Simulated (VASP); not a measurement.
# Si (Fd-3m) in VASP: further runs

The runs below take Si through single point, with PBE.

Everything below comes from runs of VASP 6.6.1. Logs are shortened: lines on timing, memory, paths and dates and some standing lists are left out, and cuts for length are marked.

## 1. The cell of the first run

It takes space group Fd-3m (No. 227, cubic). Conventional cell: a = 5.358 Å, b = 5.358 Å, c = 5.358 Å, α = 90.00°, β = 90.00°, γ = 90.00°. Within 3.1 Å of Si (site symmetry -43m) lie 4 Si at 2.32 Å.

## 2. Single point, PBE (volume scaled by 0.94)

File INCAR:

```
SYSTEM = Si
ALGO = Normal ; EDIFF = 1E-6
ENCUT = 500 ; GGA = PE
GGA_COMPAT = .FALSE. ; ISIF = 2
ISMEAR = 0 ; LASPH = .TRUE.
LCHARG = .FALSE. ; LREAL = .FALSE.
LWAVE = .FALSE. ; NBANDS = 11
NELM = 120 ; PREC = Accurate
SIGMA = 0.02
```

File KPOINTS:

```
k-points
0
G
  10 10 10
  0 0 0
```

File POSCAR:

```
Si
1.0
    0.0000000000      2.6790096335      2.6790096335
    2.6790096335      0.0000000000      2.6790096335
    2.6790096335      2.6790096335      0.0000000000
Si
2
Direct
    0.7500000000      0.7500000000      0.7500000000
    0.5000000000      0.5000000000      0.5000000000
```

Potentials or basis: VASP PAW PBE potentials, release 64 (Si).

Launch:

```
$ cat potpaw_PBE.64/Si/POTCAR > POTCAR
$ mpirun -np 1 vasp_std > vasp.out
```

OUTCAR:

```text
SYSTEM = Si
   EDIFF = 1E-6
   ENCUT = 500
   GGA = PE
   ISIF = 2
   ISMEAR = 0
   LASPH = .TRUE.
   LREAL = .FALSE.
   NELM = 120
   PREC = Accurate

 ion  position               nearest neighbor table
   1  0.750  0.750  0.750-   2 2.32   2 2.32   2 2.32   2 2.32
   2  0.500  0.500  0.500-   1 2.32   1 2.32   1 2.32   1 2.32

  LATTYP: Found a face centered cubic cell.
 ALAT       =     5.3580192670

  Lattice vectors:

 A1 = (   0.0000000000,   2.6790096335,   2.6790096335)
 A2 = (   2.6790096335,   0.0000000000,   2.6790096335)
 A3 = (   2.6790096335,   2.6790096335,   0.0000000000)

Analysis of symmetry for initial positions (statically):
=====================================================================
 Subroutine PRICEL returns:
 Original cell was already a primitive cell.

 Routine SETGRP: Setting up the symmetry group for a
 face centered cubic supercell.

 Subroutine GETGRP returns: Found 48 space group operations
 (whereof 24 operations were pure point group operations)
 out of a pool of 48 trial point group operations.

The static configuration has the point symmetry T_d .
 The point group associated with its full space group is O_h .

Analysis of symmetry for dynamics (positions and initial velocities):
=====================================================================
 Subroutine PRICEL returns:
 Original cell was already a primitive cell.

 Routine SETGRP: Setting up the symmetry group for a
 face centered cubic supercell.

 Subroutine GETGRP returns: Found 48 space group operations
 (whereof 24 operations were pure point group operations)
 out of a pool of 48 trial point group operations.

The dynamic configuration has the point symmetry T_d .
 The point group associated with its full space group is O_h .

 Subroutine INISYM returns: Found 48 space group operations
 (whereof 24 operations are pure point group operations),
 and found     1 'primitive' translations

----------------------------------------------------------------------------------------

                                     Primitive cell

  volume of cell :      38.4550

  direct lattice vectors                    reciprocal lattice vectors
     0.000000000  2.679009634  2.679009634    -0.186636134  0.186636134  0.186636134
     2.679009634  0.000000000  2.679009634     0.186636134 -0.186636134  0.186636134
     2.679009634  2.679009634  0.000000000     0.186636134  0.186636134 -0.186636134

  length of vectors
     3.788691757  3.788691757  3.788691757     0.323263266  0.323263266  0.323263266

  position of ions in fractional coordinates (direct lattice)
     0.750000000  0.750000000  0.750000000
     0.500000000  0.500000000  0.500000000

  ion indices of the primitive-cell ions
   primitive index   ion index
                 1           1
                 2           2

----------------------------------------------------------------------------------------

 KPOINTS: k-points

Automatic generation of k-mesh.
 Grid dimensions read from file:
 generate k-points for:   10   10   10

 Generating k-lattice:

  Cartesian coordinates                     Fractional coordinates (reciprocal lattice)
    -0.018663613  0.018663613  0.018663613     0.100000000  0.000000000  0.000000000
     0.018663613 -0.018663613  0.018663613     0.000000000  0.100000000  0.000000000
     0.018663613  0.018663613 -0.018663613     0.000000000  0.000000000  0.100000000

  Length of vectors
     0.032326327  0.032326327  0.032326327

  Shift w.r.t. Gamma in fractional coordinates (k-lattice)
     0.000000000  0.000000000  0.000000000

 Subroutine IBZKPT returns following result:
 ===========================================

 Found     47 irreducible k-points:

 Following reciprocal coordinates:
            Coordinates               Weight
  0.000000  0.000000  0.000000      1.000000
  0.100000  0.000000  0.000000      8.000000
  0.200000  0.000000  0.000000      8.000000
  0.300000  0.000000  0.000000      8.000000
  0.400000  0.000000  0.000000      8.000000
  0.500000  0.000000  0.000000      4.000000
[... 16 lines left out ...]
  0.300000  0.300000  0.000000      6.000000
  0.400000  0.300000  0.000000     24.000000
 [... further k-points ...]
   k-points           NKPTS =     47   k-points in BZ     NKDIM =     47   number of bands    NBANDS=     11
   number of dos      NEDOS =    301   number of ions     NIONS =      2
   total plane-waves  NPLWV =  21952
   dimension x,y,z NGX =    28 NGY =   28 NGZ =   28
   dimension x,y,z NGXF=    56 NGYF=   56 NGZF=   56
   ions per type =               2
   NGX,Y,Z   is equivalent  to a cutoff of  12.29, 12.29, 12.29 a.u.
   NGXF,Y,Z  is equivalent  to a cutoff of  24.57, 24.57, 24.57 a.u.
 SYSTEM =  Si
   PREC   = accura    normal or accurate (medium, high low for compatibility)
   ISTART =      0    job   : 0-new  1-cont  2-samecut
   ICHARG =      2    charge: 1-file 2-atom 10-const
   ISPIN  =      1    spin polarized calculation?
   LNONCOLLINEAR =      F non collinear calculations
   LSORBIT =      F    spin-orbit coupling
   LASPH  =      T    aspherical Exc in radial PAW
   ENCUT  =  500.0 eV  36.75 Ry    6.06 a.u.   6.91  6.91  6.91*2*pi/ulx,y,z
   NELM   =    120;   NELMIN=  2; NELMDL= -5     # of ELM steps
   EDIFF  = 0.1E-05   stopping-criterion for ELM
   LREAL  =      F    real-space projection
   EDIFFG = 0.1E-04   stopping-criterion for IOM
   NSW    =      0    number of steps for IOM
   IBRION =     -1    ionic relax: 0-MD 1-quasi-New 2-CG
   NFREE  =      0    steps in history (QN), initial steepest desc. (CG)
   ISIF   =      2    stress and relaxation
   ISYM   =      2    0-nonsym 1-usesym 2-fastsym
   POTIM  = 0.5000    time-step for ionic-motion
   TEBEG  =    0.0;   TEEND  =   0.0 temperature during run
   PSTRESS=    0.0 pullay stress
   NELECT =       8.0000    total number of electrons
   NUPDOWN=      -1.0000    fix difference up-down
   EMIN   =  10.00;   EMAX   =-10.00  energy-range for DOS
   EFERMI =   0.00;   METHOD = LEGACY
   ISMEAR =     0;   SIGMA  =   0.02  broadening in eV -4-tet -1-fermi 0-gaus
   EFERMI_NEDOS =   21; number of points for ismear=-14 and -15
   IALGO  =     38    algorithm
   IMIX   =      4    mixing-type and parameters
     AMIX     =   0.40;   BMIX     =  1.00
     AMIX_MAG =   1.60;   BMIX_MAG =  1.00
  volume/ion in A,a.u.               =      19.23       129.75
  Fermi-wavevector in a.u.,A,eV,Ry     =   0.970035  1.833100 12.802635  0.940967
  Thomas-Fermi vector in A             =   2.100136
   LORBIT       =      0    0 simple, 1 ext, 2 COOP (PROOUT), +10 PAW based schemes
   GGA     = PE    functional components
   LHFCALC =     F    Hartree Fock is set to
   AEXX    =    0.0000 exact exchange contribution
   IVDW    =     0    specifies the selected vdW correction
   LEPSILON=     F    determine dielectric tensor
   LRPA    =     F    only Hartree local field effects (RPA)
 non-spin polarized calculation
 Gauss-broadening in eV      SIGMA  =   0.02
  energy-cutoff  :      500.00
  volume of cell :       38.46
 maximum number of plane-waves:       990
   NGX = 13   NGY = 13   NGZ = 13

 number of electron       8.0000000 magnetization

 Free energy of the ion-electron system (eV)
  ---------------------------------------------------
  ext. energy  EPLUGINS =         0.00000000
  ---------------------------------------------------
  free energy    TOTEN  =       -10.80438978 eV

  energy without entropy =      -10.80438978  energy(sigma->0) =      -10.80438978

 E-fermi :   6.3372     XC(G=0):  -9.5683

 val. band max:        6.2425043168   @ k =   0.0000   0.0000   0.0000
 cond. band min:       6.7507348785   @ k =   0.4000   0.4000   0.0000
 fundamental gap:      0.5082305617
 Fermi energy:         6.3371940251

 k-point     1 :       0.0000    0.0000    0.0000
  band No.  band energies     occupation
      1      -5.9980      2.00000
      2       6.2425      2.00000
      3       6.2425      2.00000
      4       6.2425      2.00000
      5       8.8237      0.00000
      6       8.8237      0.00000
      7       8.8237      0.00000
      8      10.0894      0.00000
      9      13.9816      0.00000
     10      13.9816      0.00000
     11      14.3651      0.00000

 k-point     2 :       0.1000    0.0000    0.0000
  band No.  band energies     occupation
      1      -5.8625      2.00000
      2       5.0909      2.00000
      3       6.0359      2.00000
      4       6.0359      2.00000
      5       8.9083      0.00000
      6       9.1280      0.00000
      7       9.1280      0.00000
      8      10.9342      0.00000
      9      13.6129      0.00000
     10      13.6129      0.00000
     11      14.9189      0.00000

 k-point     3 :       0.2000    0.0000    0.0000
  band No.  band energies     occupation
      1      -5.4620      2.00000
      2       3.1851      2.00000
      3       5.6428      2.00000
      4       5.6428      2.00000
      5       8.5974      0.00000
      6       9.6465      0.00000
      7       9.6465      0.00000
      8      12.6596      0.00000
      9      13.2929      0.00000
     10      13.2929      0.00000
     11      15.5429      0.00000
[... 267 lines left out ...]
 k-point    23 :       0.3000    0.3000    0.0000
  band No.  band energies     occupation
      1      -4.3936      2.00000
      2       1.8121      2.00000
      3       3.9276      2.00000
      4       3.9276      2.00000
      5       7.0524      0.00000
      6       8.6071      0.00000
      7      13.0548      0.00000
      8      13.0548      0.00000
      9      15.7700      0.00000
     10      15.8318      0.00000
     11      19.0295      0.00000

 k-point    24 :       0.4000    0.3000    0.0000
  band No.  band energies     occupation
      1      -3.7577      2.00000
      2       0.7729      2.00000
      3       3.2718      2.00000
      4       3.7169      2.00000
      5       7.2402      0.00000
      6       8.4422      0.00000
      7      13.3978      0.00000
      8      13.4596      0.00000
      9      16.8336      0.00000
     10      17.4907      0.00000
     11      18.6799      0.00000

 [... further k-points ...]

------------------------ aborting loop because EDIFF is reached ----------------------------------------

  FORCE on cell =-STRESS in cart. coord.  units (eV):
  Direction    XX          YY          ZZ          XY          YZ          ZX
  --------------------------------------------------------------------------------------
  -------------------------------------------------------------------------------------
  Total        1.4927376      1.4927376      1.4927376     -0.0000000     -0.0000000     -0.0000000
  in kB       62.1929619     62.1929619     62.1929619     -0.0000000     -0.0000000     -0.0000000
  external PRESSURE =      62.1929619 kB  Pullay stress =       0.0000000 kB

 VOLUME and BASIS-vectors are now :
 -----------------------------------------------------------------------------
  energy-cutoff  :      500.00
  volume of cell :       38.46
      direct lattice vectors                 reciprocal lattice vectors
     0.000000000  2.679009634  2.679009634    -0.186636134  0.186636134  0.186636134
     2.679009634  0.000000000  2.679009634     0.186636134 -0.186636134  0.186636134
     2.679009634  2.679009634  0.000000000     0.186636134  0.186636134 -0.186636134

 POSITION                                       TOTAL-FORCE (eV/Angst)
 -----------------------------------------------------------------------------------
      4.01851      4.01851      4.01851        -0.000000     -0.000000     -0.000000
      2.67901      2.67901      2.67901         0.000000      0.000000      0.000000
 -----------------------------------------------------------------------------------
    total drift:                               -0.000000      0.000000     -0.000000

  FREE ENERGIE OF THE ION-ELECTRON SYSTEM (eV)
  ---------------------------------------------------
  free  energy   TOTEN  =       -10.8043897794 eV

  energy  without entropy=      -10.8043897794  energy(sigma->0) =      -10.80438978
```

Run time: 20 s. Hardware: 1 thread of Intel Xeon 8259CL, shared host; peak memory 0.15 GiB.

Results:

* Free energy: -10.8044 eV
* Pressure: 6.2 GPa
* Band gap on the k mesh: 0.51 eV, indirect (least direct gap 2.58 eV)

Levels at points of the mesh, in eV from the valence-band top:
```
           k point  band 1  band 2  band 3  band 4  band 5  band 6  band 7  band 8
(0.00, 0.00, 0.00)  -12.24    0.00    0.00    0.00    2.58    2.58    2.58    3.85
(0.50, 0.00, 0.00)   -9.80   -7.16   -1.23   -1.23    1.68    3.32    3.32    7.78
(0.50, 0.50, 0.00)   -7.95   -7.95   -2.96   -2.96    0.63    0.63   10.47   10.47
```

Caveat: the cell differs from its parent crystal (volume scaled by 0.94). A k mesh can miss the band edges.

## 3. Single point, PBE (volume scaled by 0.97)

File INCAR:

```
SYSTEM = Si
PREC = Accurate ; ENCUT = 500
EDIFF = 1E-6 ; ISMEAR = 0
SIGMA = 0.02 ; LREAL = .FALSE.
LASPH = .TRUE. ; NELM = 120
ALGO = Normal ; ISIF = 2
LWAVE = .FALSE. ; LCHARG = .TRUE.
GGA = PE ; LELF = .TRUE.
LVHAR = .TRUE. ; NBANDS = 11
GGA_COMPAT = .FALSE.
```

File KPOINTS:

```
regular mesh
0
G
  10 10 10
  0 0 0
```

File POSCAR:

```
Si
1.0
    0.0000000000      2.7072118074      2.7072118074
    2.7072118074      0.0000000000      2.7072118074
    2.7072118074      2.7072118074      0.0000000000
Si
2
Direct
    0.7500000000      0.7500000000      0.7500000000
    0.5000000000      0.5000000000      0.5000000000
```

Potentials or basis: VASP PAW PBE potentials, release 64 (Si).

Launch:

```
$ cat potpaw_PBE.64/Si/POTCAR > POTCAR
$ mpirun -np 1 vasp_std > vasp.out
```

It took 22 s on 1 thread of Intel Xeon 8259CL, shared host; peak memory 0.15 GiB.

It converged, with:

```yaml
Free_energy: -10.8388 eV
Pressure: 2.8 GPa
Band_gap_on_the_k_mesh: 0.57 eV, indirect (least direct gap 2.57 eV)
```

Levels at points of the mesh, in eV from the valence-band top:
```
           k point  band 1  band 2  band 3  band 4  band 5  band 6  band 7  band 8
(0.00, 0.00, 0.00)  -12.02    0.00    0.00    0.00    2.57    2.57    2.57    3.48
(0.50, 0.00, 0.00)   -9.67   -7.01   -1.20   -1.20    1.57    3.34    3.34    7.74
(0.50, 0.50, 0.00)   -7.84   -7.84   -2.87   -2.87    0.69    0.69   10.19   10.19
```

Caveat: the cell differs from its parent crystal (volume scaled by 0.97).

## 4. Single point, PBE

This run uses another cell than the first one, of 20.45 Å³/atom, 1.064 times its volume.

File INCAR:

```
SYSTEM = Si
ALGO = Normal
EDIFF = 1E-6
ENCUT = 500
GGA = PE
GGA_COMPAT = .False.
ISIF = 2
ISMEAR = 0
LASPH = .True.
LCHARG = .True.
LELF = .True.
LREAL = .False.
LVHAR = .True.
LWAVE = .False.
NBANDS = 11
NELM = 120
PREC = Accurate
SIGMA = 0.02
```

File KPOINTS:

```
k-points
0
Gamma
  10 10 10
  0 0 0
```

File POSCAR:

```
Si
1.0
    0.0000000000      2.7348383258      2.7348383258
    2.7348383258      0.0000000000      2.7348383258
    2.7348383258      2.7348383258      0.0000000000
Si
2
Direct
    0.7500000000      0.7500000000      0.7500000000
    0.5000000000      0.5000000000      0.5000000000
```

Launch:

```
$ cat potpaw_PBE.64/Si/POTCAR > POTCAR
$ mpirun -np 1 vasp_std > vasp.out
```

Run time: 23 s. Hardware: 1 thread of Intel Xeon 8259CL, shared host; peak memory 0.15 GiB.

The run converged. Its results:

```
Free energy            : -10.8492 eV
Pressure               : 0.0 GPa
Band gap on the k mesh : 0.62 eV, indirect (least direct gap 2.56 eV)
```

Levels at points of the mesh, in eV from the valence-band top:
| k point | band 1 | band 2 | band 3 | band 4 | band 5 | band 6 | band 7 | band 8 | band 9 |
| --- | --- | --- | --- | --- | --- | --- | --- | --- | --- |
| (0.00, 0.00, 0.00) | -11.81 | 0.00 | 0.00 | 0.00 | 2.56 | 2.56 | 2.56 | 3.13 | 7.71 |
| (0.50, 0.00, 0.00) | -9.53 | -6.87 | -1.18 | -1.18 | 1.46 | 3.35 | 3.35 | 7.70 | 10.49 |
| (0.50, 0.50, 0.00) | -7.74 | -7.74 | -2.79 | -2.79 | 0.75 | 0.75 | 9.93 | 9.93 | 10.91 |

A k mesh can miss the band edges. As with any semilocal functional, this PBE gap is likely too small.

## 5. Overview

| cell | gap on the mesh (eV) | pressure (GPa) |
| --- | --- | --- |
| a = 3.789 Å, angles 60.0°, 2 atoms | 0.51 | 6.2 |
| a = 3.829 Å, angles 60.0°, 2 atoms | 0.57 | 2.8 |
| a = 3.868 Å, angles 60.0°, 2 atoms | 0.62 | 0.0 |

Alike in all rows: task single point; level PBE; potentials or basis VASP PAW PBE potentials, release 64 (Si); no spin polarisation; k mesh 10 × 10 × 10; cutoff (eV) 500; smearing gaussian 0.02 eV.

Absolute energies hang on the potentials; compare differences alone.
